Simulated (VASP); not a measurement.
# Ti3H2 (P-3m1) in VASP: notebook

Ti3H2 is run at these levels: PBE; tasks: single point, relaxation of cell and atoms.

Everything below comes from runs of VASP 6.6.1. Logs are shortened: lines on timing, memory, paths and dates and some standing lists are left out, and cuts for length are marked.

### 1 The cell of the first run

Symmetry: P-3m1, No. 164, trigonal system. Conventional cell: a = 3.433 Å, b = 3.433 Å, c = 5.340 Å, α = 90.00°, β = 90.00°, γ = 120.00°. Ti (site symmetry -3m) has 6 H at 2.37 Å and 6 Ti at 2.74 Å within 3.1 Å. Ti (site symmetry 3m) has 4 H at 2.07 to 2.14 Å and 6 Ti at 2.52 to 2.74 Å within 2.8 Å. H (site symmetry 3m) has 7 Ti at 2.07 to 2.37 Å within 2.7 Å.

### 2 Single point, PBE

INCAR

```
SYSTEM = Ti3H2
  PREC = Accurate
  ENCUT = 520
  EDIFF = 1E-6
  ISMEAR = 0
  SIGMA = 0.1
  LREAL = .False.
  LASPH = .True.
  NELM = 80
  ALGO = Normal
  ISIF = 2
  LWAVE = .False.
  LCHARG = .False.
  GGA = PE
  NBANDS = 27
```

KPOINTS

```
regular mesh
0
Gamma
  6 6 4
  0 0 0
```

POSCAR

```
Ti3H2
1.0
    3.4325184011      0.0000000000      0.0000000000
   -1.7162592005      2.9726481343      0.0000000000
    0.0000000000      0.0000000000      5.3404410656
Ti H
3 2
Direct
    0.0000000000      0.0000000000      0.0000000000
    0.3333333333      0.6666666667      0.6450000000
    0.6666666667      0.3333333333      0.3550000000
    0.3333333333      0.6666666667      0.2450000000
    0.6666666667      0.3333333333      0.7550000000
```

Potentials or basis: VASP PAW PBE potentials, release 64 (Ti_sv, H).

Run with:

```
$ cat potpaw_PBE.64/Ti_sv/POTCAR potpaw_PBE.64/H/POTCAR > POTCAR
$ mpirun -np 1 vasp_std > vasp.out
```

OUTCAR:

```text
SYSTEM = Ti3H2
   PREC = Accurate
   ENCUT = 520
   EDIFF = 1E-6
   ISMEAR = 0
   LREAL = .False.
   LASPH = .True.
   NELM = 80
   ISIF = 2
   GGA = PE

 ion  position               nearest neighbor table
   1  0.000  0.000  0.000-   2 2.74   3 2.74   2 2.74   3 2.74   3 2.74   2 2.74
   2  0.333  0.667  0.645-   3 2.52   3 2.52   3 2.52   1 2.74   1 2.74   1 2.74
   3  0.667  0.333  0.355-   2 2.52   2 2.52   2 2.52   1 2.74   1 2.74   1 2.74
   4  0.333  0.667  0.245-
   5  0.667  0.333  0.755-

  LATTYP: Found a hexagonal cell.
 ALAT       =     3.4325184011
 C/A-ratio  =     1.5558375634

  Lattice vectors:

 A1 = (   3.4325184011,   0.0000000000,   0.0000000000)
 A2 = (  -1.7162592005,   2.9726481343,   0.0000000000)
 A3 = (   0.0000000000,   0.0000000000,   5.3404410656)

Analysis of symmetry for initial positions (statically):
=====================================================================
 Subroutine PRICEL returns:
 Original cell was already a primitive cell.

 Routine SETGRP: Setting up the symmetry group for a
 hexagonal supercell.

 Subroutine GETGRP returns: Found 12 space group operations
 (whereof 12 operations were pure point group operations)
 out of a pool of 24 trial point group operations.

The static configuration has the point symmetry D_3d.

Analysis of symmetry for dynamics (positions and initial velocities):
=====================================================================
 Subroutine PRICEL returns:
 Original cell was already a primitive cell.

 Routine SETGRP: Setting up the symmetry group for a
 hexagonal supercell.

 Subroutine GETGRP returns: Found 12 space group operations
 (whereof 12 operations were pure point group operations)
 out of a pool of 24 trial point group operations.

The dynamic configuration has the point symmetry D_3d.

 Subroutine INISYM returns: Found 12 space group operations
 (whereof 12 operations are pure point group operations),
 and found     1 'primitive' translations

----------------------------------------------------------------------------------------

                                     Primitive cell

  volume of cell :      54.4921

[... 88 lines left out ...]
   LNONCOLLINEAR =      F non collinear calculations
   LSORBIT =      F    spin-orbit coupling
   LASPH  =      T    aspherical Exc in radial PAW
   ENCUT  =  520.0 eV  38.22 Ry    6.18 a.u.   6.38  6.38  9.93*2*pi/ulx,y,z
   NELM   =     80;   NELMIN=  2; NELMDL= -5     # of ELM steps
   EDIFF  = 0.1E-05   stopping-criterion for ELM
   LREAL  =      F    real-space projection
   EDIFFG = 0.1E-04   stopping-criterion for IOM
   NSW    =      0    number of steps for IOM
   IBRION =     -1    ionic relax: 0-MD 1-quasi-New 2-CG
   NFREE  =      0    steps in history (QN), initial steepest desc. (CG)
   ISIF   =      2    stress and relaxation
   ISYM   =      2    0-nonsym 1-usesym 2-fastsym
   POTIM  = 0.5000    time-step for ionic-motion
   TEBEG  =    0.0;   TEEND  =   0.0 temperature during run
   PSTRESS=    0.0 pullay stress
   NELECT =      38.0000    total number of electrons
   NUPDOWN=      -1.0000    fix difference up-down
   EMIN   =  10.00;   EMAX   =-10.00  energy-range for DOS
   EFERMI =   0.00;   METHOD = LEGACY
   ISMEAR =     0;   SIGMA  =   0.10  broadening in eV -4-tet -1-fermi 0-gaus
   EFERMI_NEDOS =   21; number of points for ismear=-14 and -15
   IALGO  =     38    algorithm
   IMIX   =      4    mixing-type and parameters
     AMIX     =   0.40;   BMIX     =  1.00
     AMIX_MAG =   1.60;   BMIX_MAG =  1.00
  volume/ion in A,a.u.               =      10.90        73.55
  Fermi-wavevector in a.u.,A,eV,Ry     =   1.451749  2.743408 28.675300  2.107575
  Thomas-Fermi vector in A             =   2.569210
   LORBIT       =      0    0 simple, 1 ext, 2 COOP (PROOUT), +10 PAW based schemes
   GGA     = PE    functional components
   LHFCALC =     F    Hartree Fock is set to
   AEXX    =    0.0000 exact exchange contribution
   IVDW    =     0    specifies the selected vdW correction
   LEPSILON=     F    determine dielectric tensor
   LRPA    =     F    only Hartree local field effects (RPA)
 non-spin polarized calculation
 Gauss-broadening in eV      SIGMA  =   0.10
  energy-cutoff  :      520.00
  volume of cell :       54.49
 maximum number of plane-waves:      1492
 NGX is ok and might be reduce to    28
   NGX = 13   NGY = 13   NGZ = 19

 number of electron      38.0000002 magnetization

 Free energy of the ion-electron system (eV)
  ---------------------------------------------------
  ext. energy  EPLUGINS =         0.00000000
  ---------------------------------------------------
  free energy    TOTEN  =       -29.49444273 eV

  energy without entropy =      -29.47359028  energy(sigma->0) =      -29.48401650

 E-fermi :   8.4081     XC(G=0): -11.6435

 val. band max:        8.4040439092   @ k =   0.1667  -0.0000   0.0000
 cond. band min:       8.4454657512   @ k =   0.1667  -0.0000   0.0000
 fundamental gap:      0.0414218420
 Fermi energy:         8.4080795821

 k-point     1 :       0.0000    0.0000    0.0000
  band No.  band energies     occupation
      1     -48.2295      2.00000
      2     -47.8782      2.00000
      3     -47.5936      2.00000
      4     -24.6020      2.00000
      5     -24.4669      2.00000
      6     -24.4669      2.00000
[... 709 lines left out ...]
     26      11.6527      0.00000
     27      11.8277      0.00000

------------------------ aborting loop because EDIFF is reached ----------------------------------------

  FORCE on cell =-STRESS in cart. coord.  units (eV):
  Direction    XX          YY          ZZ          XY          YZ          ZX
  --------------------------------------------------------------------------------------
  -------------------------------------------------------------------------------------
  Total       -1.3948768     -1.3948768      5.7891397     -0.0000000      0.0000000      0.0000000
  in kB      -41.0121873    -41.0121873    170.2123657     -0.0000000      0.0000000      0.0000000
  external PRESSURE =      29.3959970 kB  Pullay stress =       0.0000000 kB

 VOLUME and BASIS-vectors are now :
 -----------------------------------------------------------------------------
  energy-cutoff  :      520.00
  volume of cell :       54.49
      direct lattice vectors                 reciprocal lattice vectors
     3.432518401  0.000000000  0.000000000     0.291331286  0.168200196  0.000000000
    -1.716259200  2.972648134  0.000000000     0.000000000  0.336400393  0.000000000
     0.000000000  0.000000000  5.340441066     0.000000000  0.000000000  0.187250451

 POSITION                                       TOTAL-FORCE (eV/Angst)
 -----------------------------------------------------------------------------------
      0.00000      0.00000      0.00000        -0.000000      0.000000      0.000000
     -0.00000      1.98177      3.44458         0.000000     -0.000000      1.435406
      1.71626      0.99088      1.89586        -0.000000      0.000000     -1.435406
     -0.00000      1.98177      1.30841        -0.000000      0.000000      0.095671
      1.71626      0.99088      4.03203        -0.000000     -0.000000     -0.095671
 -----------------------------------------------------------------------------------
    total drift:                                0.000000      0.000000     -0.000000

  FREE ENERGIE OF THE ION-ELECTRON SYSTEM (eV)
  ---------------------------------------------------
  free  energy   TOTEN  =       -29.4944427283 eV

  energy  without entropy=      -29.4735902809  energy(sigma->0) =      -29.48401650
```

Wall time 29 s (1 thread of AMD EPYC 9R45 (Zen 5), shared host); peak memory 0.15 GiB.

Results:

- Free energy: -29.4944 eV
- Pressure: 2.9 GPa
- Largest force: 1.435 eV/Å
- Band gap on the k mesh: zero (bands 19 and 20 overlap by 0.81 eV)

Forces on the atoms (eV/Å):
```
Ti   0.000  0.000  0.000
Ti   0.000  0.000  1.435
Ti   0.000  0.000 -1.435
H    0.000  0.000  0.096
H    0.000  0.000 -0.096
```

Stress tensor (GPa, compression positive):
```
-4.10  0.00  0.00
 0.00 -4.10  0.00
 0.00  0.00 17.02
```

Caveat: the stress differs along the axes, from -4 to 17 GPa; forces of over 1 eV/Å act on the atoms, so gaps and moduli don't describe the material at rest.

### 3 Single point, PBE

This run uses another cell than the first one, of 10.85 Å³/atom.

INCAR

```
PREC = Accurate
ENCUT = 520
EDIFF = 1E-7
ISMEAR = 0
SIGMA = 0.1
LREAL = F
LASPH = T
NELM = 100
ALGO = Normal
ISIF = 2
LWAVE = F
LCHARG = T
GGA = PE
LELF = T
LVHAR = T
NBANDS = 27
```

KPOINTS

```
regular mesh
0
Gamma
  12 12 6
```

POSCAR

```
Ti3H2
1.0
    2.9376696713      0.0000000000      0.0000000000
   -1.4688348356      2.5440965633      0.0000000000
    0.0000000000      0.0000000000      7.2616111581
Ti H
3 2
Direct
    0.0000000000      0.0000000000      0.0000000000
    0.3333333333      0.6666666667      0.6588981540
    0.6666666667      0.3333333333      0.3411018460
    0.3333333333      0.6666666667      0.1653145125
    0.6666666667      0.3333333333      0.8346854875
```

Potentials or basis: VASP PAW PBE potentials, release 64 (Ti_sv, H).

Run with:

```
$ cat potpaw_PBE.64/Ti_sv/POTCAR potpaw_PBE.64/H/POTCAR > POTCAR
$ mpirun -np 1 vasp_std > vasp.out
```

Wall time 97 s (1 thread of AMD EPYC 9R45 (Zen 5), shared host); peak memory 0.23 GiB.

Results (log left out):

- Free energy: -31.5296 eV
- Pressure: -0.2 GPa
- Largest force: 0.008 eV/Å
- Band gap on the k mesh: zero (bands 19 and 20 overlap by 0.90 eV)

Forces in eV/Å, atoms in the order of the input:
```
Ti   0.000  0.000  0.000
Ti   0.000  0.000 -0.008
Ti   0.000  0.000  0.008
H    0.000  0.000 -0.001
H    0.000  0.000  0.001
```

Levels at points of the mesh, in eV from the Fermi level:
```tsv
k point	band 15	band 16	band 17	band 18	band 19	band 20	band 21	band 22	band 23	band 24
(0.00, 0.00, 0.00)	-4.05	-1.47	-0.52	0.65	0.65	0.75	0.78	0.78	0.79	0.79
(0.50, 0.00, 0.00)	-2.51	-2.00	-1.78	-1.09	-0.02	0.32	1.02	1.07	2.02	3.31
(0.00, 0.00, 0.50)	-2.92	-2.50	-0.07	0.47	0.47	0.51	0.95	0.95	0.97	0.97
(0.50, 0.00, 0.50)	-2.93	-1.60	-1.50	-1.07	0.26	0.27	0.49	0.92	2.36	2.49
```

### 4 Relaxation of cell and atoms, PBE

This run uses another cell than the first one, of 10.83 Å³/atom.

INCAR

```
SYSTEM = Ti3H2
ALGO = Normal
EDIFF = 1E-6
EDIFFG = -0.01
ENCUT = 600
GGA = PE
IBRION = 2
ISIF = 3
ISMEAR = 0
LASPH = .TRUE.
LCHARG = .FALSE.
LREAL = .FALSE.
LWAVE = .FALSE.
NELM = 100
NSW = 100
PREC = Accurate
SIGMA = 0.1
```

KPOINTS

```
k-points
0
G
  12 12 6
  0 0 0
```

POSCAR

```
Ti3H2
1.0
    2.9345527889      0.0000000000      0.0000000000
   -1.4672763944      2.5413972639      0.0000000000
    0.0000000000      0.0000000000      7.2618214903
Ti H
3 2
Direct
    0.0000000000      0.0000000000      0.0000000000
    0.3333333333      0.6666666667      0.6602017350
    0.6666666667      0.3333333333      0.3397982650
    0.3333333333      0.6666666667      0.1646213733
    0.6666666667      0.3333333333      0.8353786267
```

Run with:

```
$ cat potpaw_PBE.64/Ti_sv/POTCAR potpaw_PBE.64/H/POTCAR > POTCAR
$ mpirun -np 1 vasp_std > vasp.out
```

Run time: 4.1 min. Hardware: 1 thread of AMD EPYC 9R45 (Zen 5), shared host; peak memory 0.24 GiB.

It converged, with:

| Quantity | Value |
| --- | --- |
| Free energy | -31.5299 eV |
| Relaxed volume | 10.84 Å³/atom |
| Relaxed cell | a = 2.938 Å, b = 2.938 Å, c = 7.255 Å, α = 90.00°, β = 90.00°, γ = 120.00° |
| Space group after relaxing (to 0.1 Å) | P-3m1 (No. 164) |
| Energy gained by relaxing | 0.2 meV/atom |
| Ionic steps | 4 |
| Pressure after relaxing | 0.0 GPa |
| Largest force after relaxing | 0.009 eV/Å |
| Band gap on the k mesh | zero (bands 19 and 20 overlap by 0.90 eV) |

Forces in eV/Å, atoms in the order of the input:
```
Ti   0.000  0.000  0.000
Ti   0.000  0.000  0.001
Ti   0.000  0.000 -0.001
H    0.000  0.000  0.009
H    0.000  0.000 -0.009
```

Stress tensor (GPa, compression positive):
```
-0.09  0.00  0.00
 0.00 -0.09  0.00
 0.00  0.00  0.11
```

Step by step:
| step | energy change (eV) | largest force (eV/Å) | pressure (GPa) | volume (Å³) |
| --- | --- | --- | --- | --- |
| 1 | 0.0000 | 0.0900 | 0.21 | 54.16 |
| 2 | -0.0007 | 0.0496 | -0.09 | 54.27 |
| 3 | -0.0008 | 0.0217 | -0.27 | 54.34 |
| 4 | -0.0010 | 0.0085 | -0.02 | 54.22 |

Final structure:
```
Ti H
1.0
     2.93766    0.00000    0.00000
    -1.46883    2.54409    0.00000
     0.00000    0.00000    7.25512
Ti H
3 2
Cartesian
  0.0000 0.0000 0.0000
  0.0000 1.6961 4.7796
  1.4688 0.8480 2.4755
  0.0000 1.6961 1.1958
  1.4688 0.8480 6.0593
```

Levels at points of the mesh, in eV from the Fermi level:
| k point | band 15 | band 16 | band 17 | band 18 | band 19 | band 20 | band 21 | band 22 | band 23 |
| --- | --- | --- | --- | --- | --- | --- | --- | --- | --- |
| (0.00, 0.00, 0.00) | -4.05 | -1.48 | -0.51 | 0.64 | 0.64 | 0.76 | 0.78 | 0.78 | 0.79 |
| (0.50, 0.00, 0.00) | -2.51 | -2.00 | -1.79 | -1.09 | -0.02 | 0.32 | 1.02 | 1.07 | 2.03 |
| (0.00, 0.00, 0.50) | -2.92 | -2.50 | -0.06 | 0.47 | 0.47 | 0.52 | 0.95 | 0.95 | 0.97 |
| (0.50, 0.00, 0.50) | -2.94 | -1.60 | -1.50 | -1.07 | 0.26 | 0.27 | 0.49 | 0.93 | 2.36 |

### 5 Single point, PBE

INCAR

```
SYSTEM = Ti3H2
  PREC = Accurate
  ENCUT = 520
  EDIFF = 1E-6
  ISMEAR = 0
  SIGMA = 0.1
  LREAL = .False.
  LASPH = .True.
  NELM = 80
  ALGO = Fast
  ISIF = 2
  LWAVE = .False.
  LCHARG = .False.
  GGA = PE
  NBANDS = 27
```

KPOINTS

```
regular mesh
0
Gamma
  6 6 4
  0 0 0
```

POSCAR

```
Ti3H2
1.0
    3.4325184011      0.0000000000      0.0000000000
   -1.7162592005      2.9726481343      0.0000000000
    0.0000000000      0.0000000000      5.3404410656
Ti H
3 2
Direct
    0.0000000000      0.0000000000      0.0000000000
    0.3333333333      0.6666666667      0.6450000000
    0.6666666667      0.3333333333      0.3550000000
    0.3333333333      0.6666666667      0.2450000000
    0.6666666667      0.3333333333      0.7550000000
```

Run with:

```
$ cat potpaw_PBE.64/Ti_sv/POTCAR potpaw_PBE.64/H/POTCAR > POTCAR
$ mpirun -np 1 vasp_std > vasp.out
```

Wall time 93 s (1 thread of Oxide Virtual Turin-like, shared host); peak memory 0.15 GiB.

Results (log left out):

| Property | Result |
| --- | --- |
| Free energy | -29.4944 eV |
| Pressure | 3.0 GPa |
| Largest force | 1.437 eV/Å |
| Band gap on the k mesh | zero (bands 19 and 20 overlap by 0.81 eV) |

Forces in eV/Å, atoms in the order of the input:
```
Ti   0.000  0.000  0.000
Ti   0.000  0.000  1.437
Ti   0.000  0.000 -1.437
H    0.000  0.000  0.095
H    0.000  0.000 -0.095
```

Stress tensor (GPa, compression positive):
```
-4.08  0.00  0.00
 0.00 -4.08  0.00
 0.00  0.00 17.04
```

Levels at points of the mesh, in eV from the Fermi level:
```tsv
k point	band 17	band 18	band 19	band 20	band 21	band 22
(0.00, 0.00, 0.00)	-1.07	-0.26	-0.26	0.16	0.16	1.39
(0.50, 0.00, 0.00)	-0.62	-0.39	0.06	0.12	1.51	1.92
(0.00, 0.00, 0.50)	-0.93	-0.32	-0.32	0.23	0.23	1.73
(0.50, 0.00, 0.50)	-0.75	-0.71	-0.57	1.07	1.37	1.69
```

Caveat: the stress differs along the axes, from -4 to 17 GPa; forces of over 1 eV/Å act on the atoms, so gaps and moduli don't describe the material at rest.

### 6 Summary

```csv
task,cell,k mesh,cutoff (eV),gap on the mesh (eV),pressure (GPa),largest force (eV/Å)
single point,"a = 3.433, b = 3.433, c = 5.340 Å, angles 90.0, 90.0, 120.0°, 5 atoms, atomic positions A",6 × 6 × 4,520,none,3.0,1.44
single point,"a = 2.938, b = 2.938, c = 7.262 Å, angles 90.0, 90.0, 120.0°, 5 atoms, atomic positions B",12 × 12 × 6,520,none,-0.2,0.01
relaxation of cell and atoms,"relaxed from a = 2.935, b = 2.935, c = 7.262 Å, angles 90.0, 90.0, 120.0°, 5 atoms, atomic positions C",12 × 12 × 6,600,none,0.0,0.01
```

Alike in all rows: level PBE; potentials or basis VASP PAW PBE potentials, release 64 (Ti_sv, H); no spin polarisation; smearing gaussian 0.1 eV.

Caveats: the stress differs along the axes, from -4 to 17 GPa (at least some runs); forces of over 1 eV/Å act on the atoms, so gaps and moduli don't describe the material at rest (at least some runs).

Total energies depend on the potentials used, so only differences within one code and one set of settings carry meaning.

The gap in the log of VASP goes by the Fermi energy; the results here count the filled bands.